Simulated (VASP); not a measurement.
# Cu (I4/mmm) in VASP: density of states with LDA

Aim: the density of states of Cu with LDA.

Program: VASP 6.6.1. These are calculated values, not measurements. Logs are shortened: lines on timing, memory, paths and dates and some standing lists are left out, and cuts for length are marked.

### 1 The cell of the first run

It takes space group I4/mmm (No. 139, tetragonal). The conventional cell has a = 2.886 Å, b = 2.886 Å, c = 2.752 Å, α = 90.00°, β = 90.00°, γ = 90.00°. Cu (site symmetry 4/mmm) has 14 Cu at 2.46 to 2.89 Å within 3.2 Å.

### 2 Density of states, LDA, collinear spin, ferromagnetic start

Input file POSCAR:

```
Cu
1.0
   -1.4427933200      1.4427933200      1.3760814500
    1.4427933200     -1.4427933200      1.3760814500
    1.4427933200      1.4427933200     -1.3760814500
Cu
1
Direct
    0.0000000000      0.0000000000      0.0000000000
```

Input file INCAR.step1:

```
ALGO     = Normal         # electronic algorithm
EDIFF    = 1E-6           # SCF threshold, eV
ENCUT    = 520            # plane-wave cutoff, eV
GGA_COMPAT= F            
ISIF     = 2              # what is computed and relaxed
ISMEAR   = -1             # smearing method
ISPIN    = 2              # spin polarisation
LASPH    = T              # aspherical terms in the spheres
LCHARG   = T              # write CHGCAR
LMAXMIX  = 4              # l up to which the mixer works
LORBIT   = 11             # projections on sites
LREAL    = F              # projectors in reciprocal space
LWAVE    = F              # write WAVECAR
MAGMOM   = 0.7            # initial moments
NBANDS   = 16             # bands
NEDOS    = 2001           # points of the DOS
NELM     = 200            # most SCF steps
PREC     = Accurate       # precision mode
SIGMA    = 0.05           # smearing width, eV
```

Input file KPOINTS.step1:

```
k-points
0
Gamma
  14 14 14
```

Input file INCAR.step2:

```
ALGO     = Normal         # electronic algorithm
EDIFF    = 1E-6           # SCF threshold, eV
ENCUT    = 520            # plane-wave cutoff, eV
GGA_COMPAT= F            
ICHARG   = 11             # starting density
ISIF     = 2              # what is computed and relaxed
ISMEAR   = -5             # smearing method
ISPIN    = 2              # spin polarisation
LASPH    = T              # aspherical terms in the spheres
LCHARG   = F              # write CHGCAR
LMAXMIX  = 4              # l up to which the mixer works
LORBIT   = 11             # projections on sites
LREAL    = F              # projectors in reciprocal space
LWAVE    = F              # write WAVECAR
MAGMOM   = 0.7            # initial moments
NEDOS    = 1001           # points of the DOS
NELM     = 200            # most SCF steps
PREC     = Accurate       # precision mode
SIGMA    = 0.05           # smearing width, eV
```

Input file KPOINTS.step2:

```
k-points
0
Gamma
  21 21 21
```

Potentials or basis: VASP PAW LDA potentials, release 64 (Cu).

Launch:

```console
$ cat potpaw_LDA.64/Cu/POTCAR > POTCAR
$ cp INCAR.step1 INCAR
$ cp KPOINTS.step1 KPOINTS
$ mpirun -np 1 vasp_std > vasp.out
$ cp INCAR.step2 INCAR
$ cp KPOINTS.step2 KPOINTS
$ mpirun -np 1 vasp_std > vasp.out
```

OUTCAR:

```text
EDIFF = 1E-6
   ENCUT = 520
   ICHARG = 11
   ISIF = 2
   ISMEAR = -5
   ISPIN = 2
   LASPH = T
   LORBIT = 11
   LREAL = F
   NELM = 200
   PREC = Accurate

 ion  position               nearest neighbor table
   1  0.000  0.000  0.000-

  LATTYP: Found a body centered tetragonal cell.
 ALAT       =     2.8855866400
 C/A-ratio  =     0.9537620052

  Lattice vectors:

 A1 = (  -1.4427933200,   1.4427933200,   1.3760814500)
 A2 = (   1.4427933200,  -1.4427933200,   1.3760814500)
 A3 = (   1.4427933200,   1.4427933200,  -1.3760814500)

Analysis of symmetry for initial positions (statically):
=====================================================================
 Subroutine PRICEL returns:
 Original cell was already a primitive cell.

 Routine SETGRP: Setting up the symmetry group for a
 body centered tetragonal supercell.

 Subroutine GETGRP returns: Found 16 space group operations
 (whereof 16 operations were pure point group operations)
 out of a pool of 16 trial point group operations.

The static configuration has the point symmetry D_4h.

Analysis of symmetry for dynamics (positions and initial velocities):
=====================================================================
 Subroutine PRICEL returns:
 Original cell was already a primitive cell.

 Routine SETGRP: Setting up the symmetry group for a
 body centered tetragonal supercell.

 Subroutine GETGRP returns: Found 16 space group operations
 (whereof 16 operations were pure point group operations)
 out of a pool of 16 trial point group operations.

The dynamic configuration has the point symmetry D_4h.

Analysis of structural, dynamic, and magnetic symmetry:
=====================================================================
 Subroutine PRICEL returns:
 Original cell was already a primitive cell.

 Routine SETGRP: Setting up the symmetry group for a
 body centered tetragonal supercell.

 Subroutine GETGRP returns: Found 16 space group operations
 (whereof 16 operations were pure point group operations)
 out of a pool of 16 trial point group operations.

The overall configuration has the point symmetry D_4h.

 Subroutine INISYM returns: Found 16 space group operations
 (whereof 16 operations are pure point group operations),
 and found     1 'primitive' translations

----------------------------------------------------------------------------------------

                                     Primitive cell

  volume of cell :      11.4581

  direct lattice vectors                    reciprocal lattice vectors
    -1.442793320  1.442793320  1.376081450     0.000000000  0.346549983  0.363350585
     1.442793320 -1.442793320  1.376081450     0.346549983  0.000000000  0.363350585
     1.442793320  1.442793320 -1.376081450     0.346549983  0.346549983  0.000000000

  length of vectors
     2.461078074  2.461078074  2.461078074     0.502116060  0.502116060  0.490095685

  position of ions in fractional coordinates (direct lattice)
     0.000000000  0.000000000  0.000000000

  ion indices of the primitive-cell ions
   primitive index   ion index
                 1           1

----------------------------------------------------------------------------------------

 KPOINTS: k-points

Automatic generation of k-mesh.
 Grid dimensions read from file:
 generate k-points for:   21   21   21

 Generating k-lattice:

  Cartesian coordinates                     Fractional coordinates (reciprocal lattice)
     0.000000000  0.016502380  0.017302409     0.047619048 -0.000000000  0.000000000
     0.016502380  0.000000000  0.017302409    -0.000000000  0.047619048  0.000000000
     0.016502380  0.016502380  0.000000000     0.000000000  0.000000000  0.047619048

  Length of vectors
     0.023910289  0.023910289  0.023337890

  Shift w.r.t. Gamma in fractional coordinates (k-lattice)
     0.000000000  0.000000000  0.000000000

 TETIRR: Found  22611 inequivalent tetrahedra from    55566

 Subroutine IBZKPT returns following result:
 ===========================================

 Found    726 irreducible k-points:

 Following reciprocal coordinates:
            Coordinates               Weight
  0.000000  0.000000  0.000000      1.000000
  0.047619  0.000000 -0.000000      8.000000
  0.095238 -0.000000  0.000000      8.000000
  0.142857 -0.000000  0.000000      8.000000
  0.190476 -0.000000  0.000000      8.000000
  0.238095  0.000000 -0.000000      8.000000
[... 16 lines left out ...]
 -0.428571  0.047619  0.000000     16.000000
 -0.380952  0.047619 -0.000000     16.000000
 [... further k-points ...]
   k-points           NKPTS =    726   k-points in BZ     NKDIM =    726   number of bands    NBANDS=      9
   number of dos      NEDOS =   1001   number of ions     NIONS =      1
   total plane-waves  NPLWV =   5832
   dimension x,y,z NGX =    18 NGY =   18 NGZ =   18
   dimension x,y,z NGXF=    36 NGYF=   36 NGZF=   36
   ions per type =               1
   NGX,Y,Z   is equivalent  to a cutoff of  12.16, 12.16, 12.16 a.u.
   NGXF,Y,Z  is equivalent  to a cutoff of  24.32, 24.32, 24.32 a.u.
 SYSTEM =  unknown system
   PREC   = accura    normal or accurate (medium, high low for compatibility)
   ISTART =      0    job   : 0-new  1-cont  2-samecut
   ICHARG =     11    charge: 1-file 2-atom 10-const
   ISPIN  =      2    spin polarized calculation?
   LNONCOLLINEAR =      F non collinear calculations
   LSORBIT =      F    spin-orbit coupling
   LASPH  =      T    aspherical Exc in radial PAW
   ENCUT  =  520.0 eV  38.22 Ry    6.18 a.u.   4.58  4.58  4.58*2*pi/ulx,y,z
   NELM   =    200;   NELMIN=  2; NELMDL=  0     # of ELM steps
   EDIFF  = 0.1E-05   stopping-criterion for ELM
   LREAL  =      F    real-space projection
   EDIFFG = 0.1E-04   stopping-criterion for IOM
   NSW    =      0    number of steps for IOM
   IBRION =     -1    ionic relax: 0-MD 1-quasi-New 2-CG
   NFREE  =      0    steps in history (QN), initial steepest desc. (CG)
   ISIF   =      2    stress and relaxation
   ISYM   =      2    0-nonsym 1-usesym 2-fastsym
   POTIM  = 0.5000    time-step for ionic-motion
   TEBEG  =    0.0;   TEEND  =   0.0 temperature during run
   PSTRESS=    0.0 pullay stress
   NELECT =      11.0000    total number of electrons
   NUPDOWN=      -1.0000    fix difference up-down
   EMIN   =  10.00;   EMAX   =-10.00  energy-range for DOS
   EFERMI =   0.00;   METHOD = LEGACY
   ISMEAR =    -5;   SIGMA  =   0.05  broadening in eV -4-tet -1-fermi 0-gaus
   EFERMI_NEDOS =   21; number of points for ismear=-14 and -15
   IALGO  =     38    algorithm
   IMIX   =      4    mixing-type and parameters
     AMIX     =   0.40;   BMIX     =  1.00
     AMIX_MAG =   1.60;   BMIX_MAG =  1.00
  volume/ion in A,a.u.               =      11.46        77.32
  Fermi-wavevector in a.u.,A,eV,Ry     =   1.614984  3.051878 35.486359  2.608174
  Thomas-Fermi vector in A             =   2.709805
   LORBIT       =     11    0 simple, 1 ext, 2 COOP (PROOUT), +10 PAW based schemes
   GGA     = CA    functional components
   LHFCALC =     F    Hartree Fock is set to
   AEXX    =    0.0000 exact exchange contribution
   IVDW    =     0    specifies the selected vdW correction
   LEPSILON=     F    determine dielectric tensor
   LRPA    =     F    only Hartree local field effects (RPA)
 spin polarized calculation
 Fermi weights with tetrahedron method with Bloechl corrections
  energy-cutoff  :      520.00
  volume of cell :       11.46
 maximum number of plane-waves:       327

 number of electron      10.9999998 magnetization       0.0000016

 Free energy of the ion-electron system (eV)
  ---------------------------------------------------
  ext. energy  EPLUGINS =         0.00000000
  ---------------------------------------------------
  free energy    TOTEN  =        -4.65829937 eV

  energy without entropy =       -4.65829937  energy(sigma->0) =       -4.65829937

 E-fermi :   7.7367     XC(G=0): -13.2824

 val. band max:        7.7209837215   @ k =  -0.4762   0.4762   0.0952
 cond. band min:       7.7243144590   @ k =  -0.1905   0.4762   0.0476
 fundamental gap:      0.0033307375
 Fermi energy:         7.7366799463

 spin component 1

 k-point     1 :       0.0000    0.0000    0.0000
  band No.  band energies     occupation
      1      -1.8515      1.00000
      2       4.3429      1.00000
      3       4.5393      1.00000
      4       4.5393      1.00000
      5       5.4286      1.00000
      6       5.6420      1.00000
      7      32.6571      0.00000
      8      32.6571      0.00000
      9      33.9141      0.00000

 k-point     2 :       0.0476    0.0000   -0.0000
  band No.  band energies     occupation
      1      -1.7604      1.00000
      2       4.3504      1.00000
      3       4.5373      1.00000
      4       4.5492      1.00000
      5       5.4288      1.00000
      6       5.6282      1.00000
      7      32.1138      0.00000
      8      32.4004      0.00000
      9      33.1715      0.00000
[... 253 lines left out ...]
 k-point    24 :      -0.3810    0.0476   -0.0000
  band No.  band energies     occupation
      1       2.0504      1.00000
      2       3.7997      1.00000
      3       4.8764      1.00000
      4       5.5029      1.00000
      5       5.6658      1.00000
      6       6.0434      1.00000
      7      16.7181      0.00000
      8      24.9709      0.00000
      9      26.2288      0.00000

 [... further k-points ...]

 spin component 2

 k-point     1 :       0.0000    0.0000    0.0000
  band No.  band energies     occupation
      1      -1.8515      1.00000
      2       4.3429      1.00000
      3       4.5393      1.00000
      4       4.5393      1.00000
      5       5.4286      1.00000
      6       5.6420      1.00000
      7      32.6571      0.00000
      8      32.6571      0.00000
      9      33.9142      0.00000

 k-point     2 :       0.0476    0.0000   -0.0000
  band No.  band energies     occupation
      1      -1.7604      1.00000
      2       4.3504      1.00000
      3       4.5373      1.00000
      4       4.5492      1.00000
      5       5.4288      1.00000
      6       5.6282      1.00000
      7      32.1138      0.00000
      8      32.4004      0.00000
      9      33.1722      0.00000
[... 253 lines left out ...]
 k-point    24 :      -0.3810    0.0476   -0.0000
  band No.  band energies     occupation
      1       2.0504      1.00000
      2       3.7997      1.00000
      3       4.8764      1.00000
      4       5.5029      1.00000
      5       5.6658      1.00000
      6       6.0434      1.00000
      7      16.7181      0.00000
      8      24.9709      0.00000
      9      26.2288      0.00000

 [... further k-points ...]

------------------------ aborting loop because EDIFF is reached ----------------------------------------

  FORCE on cell =-STRESS in cart. coord.  units (eV):
  Direction    XX          YY          ZZ          XY          YZ          ZX
  --------------------------------------------------------------------------------------
  -------------------------------------------------------------------------------------
  Total       -0.1613636     -0.1613636     -0.1961679      0.0000000      0.0000000      0.0000000
  in kB      -22.5633610    -22.5633610    -27.4300153      0.0000000      0.0000000      0.0000000
  external PRESSURE =     -24.1855791 kB  Pullay stress =       0.0000000 kB

 VOLUME and BASIS-vectors are now :
 -----------------------------------------------------------------------------
  energy-cutoff  :      520.00
  volume of cell :       11.46
      direct lattice vectors                 reciprocal lattice vectors
    -1.442793320  1.442793320  1.376081450     0.000000000  0.346549983  0.363350585
     1.442793320 -1.442793320  1.376081450     0.346549983  0.000000000  0.363350585
     1.442793320  1.442793320 -1.376081450     0.346549983  0.346549983  0.000000000

 POSITION                                       TOTAL-FORCE (eV/Angst)
 -----------------------------------------------------------------------------------
      0.00000      0.00000      0.00000         0.000000      0.000000     -0.000000
 -----------------------------------------------------------------------------------
    total drift:                               -0.000000      0.000000      0.000000

  FREE ENERGIE OF THE ION-ELECTRON SYSTEM (eV)
  ---------------------------------------------------
  free  energy   TOTEN  =        -4.6582993677 eV

  energy  without entropy=       -4.6582993677  energy(sigma->0) =       -4.65829937

 total charge

# of ion       s       p       d       tot
------------------------------------------
    1        0.461   0.405   9.184  10.050

 magnetization (x)

# of ion       s       p       d       tot
------------------------------------------
    1       -0.000   0.000   0.000   0.000
```

Wall time 1.8 min (1 thread of Intel Xeon 6975P-C, shared host); peak memory 0.3 GiB.

Results:

```yaml
Net_moment: 0.00 μB per cell
Valence_electrons_inside_the_program's_atomic_spheres: Cu 10.05
```

Levels at points of the mesh, in eV from the Fermi level:
Spin up:
| k point | band 3 | band 4 | band 5 | band 6 | band 7 | band 8 | band 9 |
| --- | --- | --- | --- | --- | --- | --- | --- |
| (0.00, 0.00, 0.00) | -3.20 | -3.20 | -2.31 | -2.09 | 24.92 | 24.92 | 26.18 |
Spin down:
| k point | band 2 | band 3 | band 4 | band 5 | band 6 | band 7 | band 8 | band 9 |
| --- | --- | --- | --- | --- | --- | --- | --- | --- |
| (0.00, 0.00, 0.00) | -3.39 | -3.20 | -3.20 | -2.31 | -2.09 | 24.92 | 24.92 | 26.18 |

Caveat: tetrahedron occupations give inexact forces and stress in metals.
